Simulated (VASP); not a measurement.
A run of VASP 6.6.1 is set up as follows.

File INCAR:

```
SYSTEM = InAs
PREC     = Accurate       ! precision mode
ENCUT    = 520            ! plane-wave cutoff, eV
EDIFF    = 1E-6           ! SCF threshold, eV
ISMEAR   = 0              ! smearing method
SIGMA    = 0.15           ! smearing width, eV
LREAL    = .FALSE.        ! projectors in reciprocal space
LASPH    = .TRUE.         ! aspherical terms in the spheres
NELM     = 80             ! most SCF steps
ALGO     = Normal         ! electronic algorithm
ISIF     = 2              ! what is computed and relaxed
LWAVE    = .FALSE.        ! write WAVECAR
LCHARG   = .FALSE.        ! write CHGCAR
GGA      = PS             ! functional
NBANDS   = 16             ! bands
```

The input KPOINTS:

```
Automatic mesh
0
G
  18 18 18
  0 0 0
```

Contents of POSCAR:

```
InAs
1.0
    0.0000000000      2.6003469188      2.6003469188
    2.6003469188      0.0000000000      2.6003469188
    2.6003469188      2.6003469188      0.0000000000
In As
1 1
Direct
    0.5000000000      0.5000000000      0.5000000000
    0.0000000000      0.0000000000      0.0000000000
```

Potentials or basis: VASP PAW PBE potentials, release 64 (In_d, As).

Run with:

```sh
$ cat potpaw_PBE.64/In_d/POTCAR potpaw_PBE.64/As/POTCAR > POTCAR
$ mpirun -np 1 vasp_std > vasp.out
```

(1) Predict the band gap on the k mesh.

(2) Estimate the pressure.

Answers

(1) zero (band 9 reaches 10.26 eV, above the bottom of band 10 at 7.05 eV).

(2) 33.1 GPa.

Caveat: the cell differs from its parent crystal (strain -0.080 along x and y, -0.080 along z); the PAW data sets were made with another functional, which shifts forces and pressure a little; spin-orbit coupling is left out, which moves the levels of the heavy elements.
